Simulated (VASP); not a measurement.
# CdH2O2 (P-3m1) in VASP: a series of runs

Runs on CdH2O2. Level: PBEsol. Tasks: single point.

Program: VASP 6.6.1. These are calculated values, not measurements. Logs are shortened: lines on timing, memory, paths and dates and some standing lists are left out, and cuts for length are marked.

### Step 1. The cell of the first run

It takes space group P-3m1 (No. 164, trigonal). Conventional cell: a = 3.568 Å, b = 3.568 Å, c = 4.713 Å, α = 90.00°, β = 90.00°, γ = 120.00°. Cd (site symmetry -3m) has 6 O at 2.35 Å and 6 H at 2.95 Å within 3.1 Å. Within 1.3 Å of H (site symmetry 3m) lie 1 O at 0.98 Å. Within 1.3 Å of O (site symmetry 3m) lie 1 H at 0.98 Å.

### Step 2. Single point, PBEsol (strain +0.015 along x and y, +0.015 along z)

File INCAR:

```
SYSTEM = CdH2O2
PREC = Accurate
ENCUT = 520
EDIFF = 1E-6
ISMEAR = 0
SIGMA = 0.05
LREAL = .FALSE.
LASPH = .TRUE.
NELM = 100
ALGO = Normal
ISIF = 2
LWAVE = .FALSE.
LCHARG = .FALSE.
GGA = PS
NBANDS = 21
```

File KPOINTS:

```
regular mesh
0
G
  9 9 6
  0 0 0
```

File POSCAR:

```
CdH2O2
1.0
    3.5682588542      0.0000000000      0.0000000000
   -1.7841294271      3.0902028150      0.0000000000
    0.0000000000      0.0000000000      4.7126239794
Cd H O
1 2 2
Direct
    0.0000000000      0.0000000000      0.0000000000
    0.6666666667      0.3333333333      0.5509607200
    0.3333333333      0.6666666667      0.4490392800
    0.6666666667      0.3333333333      0.7593720000
    0.3333333333      0.6666666667      0.2406280000
```

Potentials or basis: VASP PAW PBE potentials, release 64 (Cd, H, O).

Command:

```console
$ cat potpaw_PBE.64/Cd/POTCAR potpaw_PBE.64/H/POTCAR potpaw_PBE.64/O/POTCAR > POTCAR
$ mpirun -np 1 vasp_std > vasp.out
```

OUTCAR:

```text
SYSTEM = CdH2O2
   PREC = Accurate
   ENCUT = 520
   EDIFF = 1E-6
   ISMEAR = 0
   LREAL = .FALSE.
   LASPH = .TRUE.
   NELM = 100
   ISIF = 2
   GGA = PS

 ion  position               nearest neighbor table
   1  0.000  0.000  0.000-   4 2.35   5 2.35   5 2.35   4 2.35   4 2.35   5 2.35
   2  0.667  0.333  0.551-   4 0.98
   3  0.333  0.667  0.449-   5 0.98
   4  0.667  0.333  0.759-   2 0.98   1 2.35   1 2.35   1 2.35
   5  0.333  0.667  0.241-   3 0.98   1 2.35   1 2.35   1 2.35

  LATTYP: Found a hexagonal cell.
 ALAT       =     3.5682588542
 C/A-ratio  =     1.3207068691

  Lattice vectors:

 A1 = (   3.5682588542,   0.0000000000,   0.0000000000)
 A2 = (  -1.7841294271,   3.0902028150,   0.0000000000)
 A3 = (   0.0000000000,   0.0000000000,   4.7126239794)

Analysis of symmetry for initial positions (statically):
=====================================================================
 Subroutine PRICEL returns:
 Original cell was already a primitive cell.

 Routine SETGRP: Setting up the symmetry group for a
 hexagonal supercell.

 Subroutine GETGRP returns: Found 12 space group operations
 (whereof 12 operations were pure point group operations)
 out of a pool of 24 trial point group operations.

The static configuration has the point symmetry D_3d.

Analysis of symmetry for dynamics (positions and initial velocities):
=====================================================================
 Subroutine PRICEL returns:
 Original cell was already a primitive cell.

 Routine SETGRP: Setting up the symmetry group for a
 hexagonal supercell.

 Subroutine GETGRP returns: Found 12 space group operations
 (whereof 12 operations were pure point group operations)
 out of a pool of 24 trial point group operations.

The dynamic configuration has the point symmetry D_3d.

 Subroutine INISYM returns: Found 12 space group operations
 (whereof 12 operations are pure point group operations),
 and found     1 'primitive' translations

----------------------------------------------------------------------------------------

                                     Primitive cell

  volume of cell :      51.9644

  direct lattice vectors                    reciprocal lattice vectors
[... 90 lines left out ...]
   LASPH  =      T    aspherical Exc in radial PAW
   ENCUT  =  520.0 eV  38.22 Ry    6.18 a.u.   6.63  6.63  8.76*2*pi/ulx,y,z
   NELM   =    100;   NELMIN=  2; NELMDL= -5     # of ELM steps
   EDIFF  = 0.1E-05   stopping-criterion for ELM
   LREAL  =      F    real-space projection
   EDIFFG = 0.1E-04   stopping-criterion for IOM
   NSW    =      0    number of steps for IOM
   IBRION =     -1    ionic relax: 0-MD 1-quasi-New 2-CG
   NFREE  =      0    steps in history (QN), initial steepest desc. (CG)
   ISIF   =      2    stress and relaxation
   ISYM   =      2    0-nonsym 1-usesym 2-fastsym
   POTIM  = 0.5000    time-step for ionic-motion
   TEBEG  =    0.0;   TEEND  =   0.0 temperature during run
   PSTRESS=    0.0 pullay stress
   NELECT =      26.0000    total number of electrons
   NUPDOWN=      -1.0000    fix difference up-down
   EMIN   =  10.00;   EMAX   =-10.00  energy-range for DOS
   EFERMI =   0.00;   METHOD = LEGACY
   ISMEAR =     0;   SIGMA  =   0.05  broadening in eV -4-tet -1-fermi 0-gaus
   EFERMI_NEDOS =   21; number of points for ismear=-14 and -15
   IALGO  =     38    algorithm
   IMIX   =      4    mixing-type and parameters
     AMIX     =   0.40;   BMIX     =  1.00
     AMIX_MAG =   1.60;   BMIX_MAG =  1.00
  volume/ion in A,a.u.               =      10.39        70.13
  Fermi-wavevector in a.u.,A,eV,Ry     =   1.299662  2.456006 22.981907  1.689122
  Thomas-Fermi vector in A             =   2.430912
   LORBIT       =      0    0 simple, 1 ext, 2 COOP (PROOUT), +10 PAW based schemes
   GGA     = PS    functional components
   LHFCALC =     F    Hartree Fock is set to
   AEXX    =    0.0000 exact exchange contribution
   IVDW    =     0    specifies the selected vdW correction
   LEPSILON=     F    determine dielectric tensor
   LRPA    =     F    only Hartree local field effects (RPA)
 non-spin polarized calculation
 Gauss-broadening in eV      SIGMA  =   0.05
  energy-cutoff  :      520.00
  volume of cell :       51.96
 maximum number of plane-waves:      1426
 NGX is ok and might be reduce to    28
   NGX = 13   NGY = 13   NGZ = 17

 number of electron      26.0000006 magnetization

 Free energy of the ion-electron system (eV)
  ---------------------------------------------------
  ext. energy  EPLUGINS =         0.00000000
  ---------------------------------------------------
  free energy    TOTEN  =       -23.44211626 eV

  energy without entropy =      -23.44211626  energy(sigma->0) =      -23.44211626

 E-fermi :  -0.1971     XC(G=0): -10.0014

 val. band max:       -0.4516962939   @ k =   0.4444   0.0000   0.0000
 cond. band min:       1.0412289623   @ k =   0.0000   0.0000   0.0000
 fundamental gap:      1.4929252562
 Fermi energy:        -0.1971083543

 k-point     1 :       0.0000    0.0000    0.0000
  band No.  band energies     occupation
      1     -18.6442      2.00000
      2     -17.7173      2.00000
      3      -7.7969      2.00000
      4      -6.7447      2.00000
      5      -6.7447      2.00000
      6      -6.1037      2.00000
[... 565 lines left out ...]
     20      13.2677      0.00000
     21      14.6423      0.00000

 [... further k-points ...]

------------------------ aborting loop because EDIFF is reached ----------------------------------------

  FORCE on cell =-STRESS in cart. coord.  units (eV):
  Direction    XX          YY          ZZ          XY          YZ          ZX
  --------------------------------------------------------------------------------------
  -------------------------------------------------------------------------------------
  Total       -1.4800076     -1.4800076     -1.3884760      0.0000000     -0.0000000      0.0000000
  in kB      -45.6318859    -45.6318859    -42.8097636      0.0000000     -0.0000000      0.0000000
  external PRESSURE =     -44.6911784 kB  Pullay stress =       0.0000000 kB

 VOLUME and BASIS-vectors are now :
 -----------------------------------------------------------------------------
  energy-cutoff  :      520.00
  volume of cell :       51.96
      direct lattice vectors                 reciprocal lattice vectors
     3.568258854  0.000000000  0.000000000     0.280248727  0.161801678  0.000000000
    -1.784129427  3.090202815  0.000000000     0.000000000  0.323603355  0.000000000
     0.000000000  0.000000000  4.712623979     0.000000000  0.000000000  0.212196009

 POSITION                                       TOTAL-FORCE (eV/Angst)
 -----------------------------------------------------------------------------------
      0.00000      0.00000      0.00000         0.000000      0.000000     -0.000000
      1.78413      1.03007      2.59647         0.000000     -0.000000      0.065789
     -0.00000      2.06014      2.11615         0.000000      0.000000     -0.065789
      1.78413      1.03007      3.57863         0.000000     -0.000000      0.299571
     -0.00000      2.06014      1.13399        -0.000000      0.000000     -0.299571
 -----------------------------------------------------------------------------------
    total drift:                                0.000000     -0.000000      0.000000

  FREE ENERGIE OF THE ION-ELECTRON SYSTEM (eV)
  ---------------------------------------------------
  free  energy   TOTEN  =       -23.4421162613 eV

  energy  without entropy=      -23.4421162613  energy(sigma->0) =      -23.44211626
```

OSZICAR:

```text
N       E                     dE             d eps       ncg     rms          rms(c)
DAV:   1     0.172551110607E+03    0.17255E+03   -0.14284E+04  2668   0.120E+03
DAV:   2    -0.168137923708E+02   -0.18936E+03   -0.18017E+03  3003   0.304E+02
DAV:   3    -0.265640113837E+02   -0.97502E+01   -0.97094E+01  3018   0.747E+01
DAV:   4    -0.266140351825E+02   -0.50024E-01   -0.50020E-01  2759   0.571E+00
DAV:   5    -0.266142380210E+02   -0.20284E-03   -0.20284E-03  2934   0.335E-01    0.119E+01
DAV:   6    -0.234248928690E+02    0.31893E+01   -0.88399E+00  3193   0.425E+01    0.815E+00
DAV:   7    -0.234844235131E+02   -0.59531E-01   -0.14507E+00  2674   0.962E+00    0.467E+00
DAV:   8    -0.234577927192E+02    0.26631E-01   -0.26957E-01  2789   0.385E+00    0.101E+00
DAV:   9    -0.234417406036E+02    0.16052E-01   -0.60477E-02  2834   0.199E+00    0.205E-01
DAV:  10    -0.234420170247E+02   -0.27642E-03   -0.89685E-03  2779   0.916E-01    0.114E-01
DAV:  11    -0.234420901450E+02   -0.73120E-04   -0.48821E-04  2734   0.289E-01    0.605E-02
DAV:  12    -0.234421102439E+02   -0.20099E-04   -0.19952E-04  2687   0.106E-01    0.241E-02
DAV:  13    -0.234421154050E+02   -0.51612E-05   -0.11008E-05  2754   0.288E-02    0.788E-03
DAV:  14    -0.234421162613E+02   -0.85628E-06   -0.23341E-06  2261   0.113E-02
   1 F= -.23442116E+02 E0= -.23442116E+02  d E =-.191599E-14
```

stdout:

```text
POSCAR found type information on POSCAR CdH O
 POSCAR found :  3 types and       5 ions
 scaLAPACK will be used
 -----------------------------------------------------------------------------
|                                                                             |
|                                                                             |
|     You enforced a specific xc type in the INCAR file but a different       |
|     I HOPE YOU KNOW WHAT YOU ARE DOING!                                     |
|                                                                             |
 -----------------------------------------------------------------------------

 LDA part: xc-table for (Slater+PW92), standard interpolation
 POSCAR, INCAR and KPOINTS ok, starting setup
 FFT: planning ... GRIDC
 FFT: planning ... GRID_SOFT
 FFT: planning ... GRID
 WAVECAR not read
 entering main loop
```

It took 31 s on 1 thread of AMD EPYC 9R45 (Zen 5), shared host; peak memory 0.18 GiB.

Results:

```yaml
Free_energy: -23.4421 eV
Pressure: -4.5 GPa
Largest_force: 0.300 eV/Å
Band_gap_on_the_k_mesh: 1.49 eV (least direct gap 1.82 eV)
```

Forces in eV/Å, atoms in the order of the input:
```
Cd   0.000  0.000  0.000
H    0.000  0.000  0.066
H    0.000  0.000 -0.066
O    0.000  0.000  0.300
O    0.000  0.000 -0.300
```

Caveat: the cell differs from its parent crystal (strain +0.015 along x and y, +0.015 along z); the cell stands under tension; the PAW data sets were made with another functional, which shifts forces and pressure a little. A k mesh can miss the band edges.

### Step 3. Single point, PBEsol (strain +0.030 along x and y, +0.000 along z)

File INCAR:

```
SYSTEM = CdH2O2
  ALGO = Normal
  EDIFF = 1E-6
  ENCUT = 520
  GGA = PS
  ISIF = 2
  ISMEAR = 0
  LASPH = .True.
  LCHARG = .False.
  LREAL = .False.
  LWAVE = .False.
  NBANDS = 21
  NELM = 80
  PREC = Accurate
  SIGMA = 0.05
```

File KPOINTS:

```
k-points
0
Gamma
  9 9 6
  0 0 0
```

Edit POSCAR of step 2 so:

```diff
@@ -2,5 +2,5 @@
 1.0
-    3.5682588542      0.0000000000      0.0000000000
-   -1.7841294271      3.0902028150      0.0000000000
-    0.0000000000      0.0000000000      4.7126239794
+    3.6209917437      0.0000000000      0.0000000000
+   -1.8104958718      3.1358708369      0.0000000000
+    0.0000000000      0.0000000000      4.6429792900
 Cd H O
```

Potentials or basis: VASP PAW PBE potentials, release 64 (Cd, H, O).

Command:

```console
$ cat potpaw_PBE.64/Cd/POTCAR potpaw_PBE.64/H/POTCAR potpaw_PBE.64/O/POTCAR > POTCAR
$ mpirun -np 1 vasp_std > vasp.out
```

OUTCAR:

```text
SYSTEM = CdH2O2
   EDIFF = 1E-6
   ENCUT = 520
   GGA = PS
   ISIF = 2
   ISMEAR = 0
   LASPH = .True.
   LREAL = .False.
   NELM = 80
   PREC = Accurate

 ion  position               nearest neighbor table
   1  0.000  0.000  0.000-   4 2.37   5 2.37   5 2.37   4 2.37   4 2.37   5 2.37
   2  0.667  0.333  0.551-   4 0.97
   3  0.333  0.667  0.449-   5 0.97
   4  0.667  0.333  0.759-   2 0.97   1 2.37   1 2.37   1 2.37
[... 781 lines left out ...]
  Direction    XX          YY          ZZ          XY          YZ          ZX
  --------------------------------------------------------------------------------------
  -------------------------------------------------------------------------------------
  Total       -2.1870111     -2.1870111     -0.0413438     -0.0000000      0.0000000     -0.0000000
  in kB      -66.4628749    -66.4628749     -1.2564304     -0.0000000      0.0000000     -0.0000000
  external PRESSURE =     -44.7273934 kB  Pullay stress =       0.0000000 kB

 VOLUME and BASIS-vectors are now :
 -----------------------------------------------------------------------------
  energy-cutoff  :      520.00
  volume of cell :       52.72
      direct lattice vectors                 reciprocal lattice vectors
     3.620991744  0.000000000  0.000000000     0.276167434  0.159445343  0.000000000
    -1.810495872  3.135870837  0.000000000     0.000000000  0.318890685  0.000000000
     0.000000000  0.000000000  4.642979290     0.000000000  0.000000000  0.215378949

 POSITION                                       TOTAL-FORCE (eV/Angst)
 -----------------------------------------------------------------------------------
      0.00000      0.00000      0.00000        -0.000000      0.000000      0.000000
      1.81050      1.04529      2.55810        -0.000000      0.000000     -0.630603
     -0.00000      2.09058      2.08488        -0.000000     -0.000000      0.630603
      1.81050      1.04529      3.52575         0.000000     -0.000000      1.054081
     -0.00000      2.09058      1.11723        -0.000000      0.000000     -1.054081
 -----------------------------------------------------------------------------------
    total drift:                                0.000000     -0.000000      0.000000

  FREE ENERGIE OF THE ION-ELECTRON SYSTEM (eV)
  ---------------------------------------------------
  free  energy   TOTEN  =       -23.4002827706 eV

  energy  without entropy=      -23.4002827706  energy(sigma->0) =      -23.40028277
```

stdout:

```text
POSCAR found type information on POSCAR CdH O
 POSCAR found :  3 types and       5 ions
 scaLAPACK will be used
 -----------------------------------------------------------------------------
|                                                                             |
|                                                                             |
|     You enforced a specific xc type in the INCAR file but a different       |
|     I HOPE YOU KNOW WHAT YOU ARE DOING!                                     |
|                                                                             |
 -----------------------------------------------------------------------------

 LDA part: xc-table for (Slater+PW92), standard interpolation
 POSCAR, INCAR and KPOINTS ok, starting setup
 FFT: planning ... GRIDC
 FFT: planning ... GRID_SOFT
 FFT: planning ... GRID
 WAVECAR not read
 entering main loop
```

Run time: 34 s. Hardware: 1 thread of AMD EPYC 9R45 (Zen 5), shared host; peak memory 0.19 GiB.

Results:

```
Free energy            : -23.4003 eV
Pressure               : -4.5 GPa
Largest force          : 1.054 eV/Å
Band gap on the k mesh : 1.47 eV (least direct gap 1.84 eV)
```

Forces in eV/Å, atoms in the order of the input:
```
Cd   0.000  0.000  0.000
H    0.000  0.000 -0.631
H    0.000  0.000  0.631
O    0.000  0.000  1.054
O    0.000  0.000 -1.054
```

Stress tensor (GPa, compression positive):
```
-6.65  0.00  0.00
 0.00 -6.65  0.00
 0.00  0.00 -0.13
```

Levels at points of the mesh, in eV from the valence-band top:
```csv
k point,band 11,band 12,band 13,band 14,band 15,band 16
"(0.00, 0.00, 0.00)",-0.90,-0.38,-0.38,1.47,6.14,9.84
"(0.00, 0.00, 0.50)",-1.14,-0.10,-0.10,3.97,4.20,11.05
```

Caveat: the cell differs from its parent crystal (strain +0.030 along x and y, +0.000 along z); the stress differs along the axes, from -7 to -0 GPa; the PAW data sets were made with another functional, which shifts forces and pressure a little.

### Step 4. Single point, PBEsol (strain +0.015 along x and y, +0.030 along z)

File INCAR:

```
SYSTEM = CdH2O2
  PREC = Accurate
  ENCUT = 520
  EDIFF = 1E-6
  ISMEAR = 0
  SIGMA = 0.05
  LREAL = .FALSE.
  LASPH = .TRUE.
  NELM = 60
  ALGO = Normal
  ISIF = 2
  LWAVE = .FALSE.
  LCHARG = .TRUE.
  GGA = PS
  LELF = .TRUE.
  LVHAR = .TRUE.
  NBANDS = 21
```

File KPOINTS:

```
regular mesh
0
G
  9 9 6
  0 0 0
```

Edit POSCAR of step 3 so:

```diff
@@ -2,5 +2,5 @@
 1.0
-    3.6209917437      0.0000000000      0.0000000000
-   -1.8104958718      3.1358708369      0.0000000000
-    0.0000000000      0.0000000000      4.6429792900
+    3.5682588542      0.0000000000      0.0000000000
+   -1.7841294271      3.0902028150      0.0000000000
+    0.0000000000      0.0000000000      4.7822686687
 Cd H O
```

Command:

```console
$ cat potpaw_PBE.64/Cd/POTCAR potpaw_PBE.64/H/POTCAR potpaw_PBE.64/O/POTCAR > POTCAR
$ mpirun -np 1 vasp_std > vasp.out
```

It took 41 s on 1 thread of AMD EPYC 9R45 (Zen 5), shared host; peak memory 0.18 GiB.

The run converged. Its results:

```
Free energy            : -23.4109 eV
Pressure               : -6.4 GPa
Largest force          : 0.688 eV/Å
Band gap on the k mesh : 1.44 eV (least direct gap 1.75 eV)
```

Forces in eV/Å, atoms in the order of the input:
```
Cd   0.000  0.000  0.000
H    0.000  0.000  0.688
H    0.000  0.000 -0.688
O    0.000  0.000 -0.229
O    0.000  0.000  0.229
```

Stress tensor (GPa, compression positive):
```
-5.07  0.00  0.00
 0.00 -5.07  0.00
 0.00  0.00 -9.17
```

Levels at points of the mesh, in eV from the valence-band top:
```tsv
k point	band 9	band 10	band 11	band 12	band 13	band 14	band 15	band 16	band 17	band 18
(0.00, 0.00, 0.00)	-3.97	-0.88	-0.88	-0.31	-0.31	1.44	6.12	9.40	12.58	12.58
(0.00, 0.00, 0.50)	-4.83	-1.10	-1.10	-0.06	-0.06	3.92	4.24	10.57	10.74	12.52
```

Caveat: the cell differs from its parent crystal (strain +0.015 along x and y, +0.030 along z); the cell stands under tension; the PAW data sets were made with another functional, which shifts forces and pressure a little.

### Step 5. Single point, PBEsol (strain +0.030 along x and y, +0.015 along z)

File INCAR:

```
  PREC = Accurate
  ENCUT = 520
  EDIFF = 1E-7
  ISMEAR = 0
  SIGMA = 0.05
  LREAL = False
  LASPH = True
  NELM = 60
  ALGO = Normal
  ISIF = 2
  LWAVE = False
  LCHARG = False
  GGA = PS
  NBANDS = 21
```

File KPOINTS:

```
regular mesh
0
Gamma
  9 9 6
```

Edit POSCAR of step 4 so:

```diff
@@ -2,5 +2,5 @@
 1.0
-    3.5682588542      0.0000000000      0.0000000000
-   -1.7841294271      3.0902028150      0.0000000000
-    0.0000000000      0.0000000000      4.7822686687
+    3.6209917437      0.0000000000      0.0000000000
+   -1.8104958718      3.1358708369      0.0000000000
+    0.0000000000      0.0000000000      4.7126239794
 Cd H O
```

Command:

```console
$ cat potpaw_PBE.64/Cd/POTCAR potpaw_PBE.64/H/POTCAR potpaw_PBE.64/O/POTCAR > POTCAR
$ mpirun -np 1 vasp_std > vasp.out
```

Run time: 44 s. Hardware: 1 thread of AMD EPYC 9R45 (Zen 5), shared host; peak memory 0.18 GiB.

It converged, with:

```yaml
Free_energy: -23.3881 eV
Pressure: -6.4 GPa
Largest_force: 0.448 eV/Å
Band_gap_on_the_k_mesh: 1.42 eV (least direct gap 1.77 eV)
```

Forces on the atoms (eV/Å):
```
Cd   0.000  0.000  0.000
H    0.000  0.000  0.063
H    0.000  0.000 -0.063
O    0.000  0.000  0.448
O    0.000  0.000 -0.448
```

Stress tensor (GPa, compression positive):
```
-7.05  0.00  0.00
 0.00 -7.05  0.00
 0.00  0.00 -5.23
```

Levels at points of the mesh, in eV from the valence-band top:
```tsv
k point	band 9	band 10	band 11	band 12	band 13	band 14	band 15	band 16	band 17	band 18
(0.00, 0.00, 0.00)	-3.96	-0.86	-0.86	-0.35	-0.35	1.42	6.12	9.58	12.26	12.26
(0.00, 0.00, 0.50)	-4.86	-1.09	-1.09	-0.09	-0.09	3.87	4.20	10.81	11.08	12.21
```

Caveat: the cell differs from its parent crystal (strain +0.030 along x and y, +0.015 along z); the cell stands under tension; the PAW data sets were made with another functional, which shifts forces and pressure a little.

(Continued in part 2 of 2.)
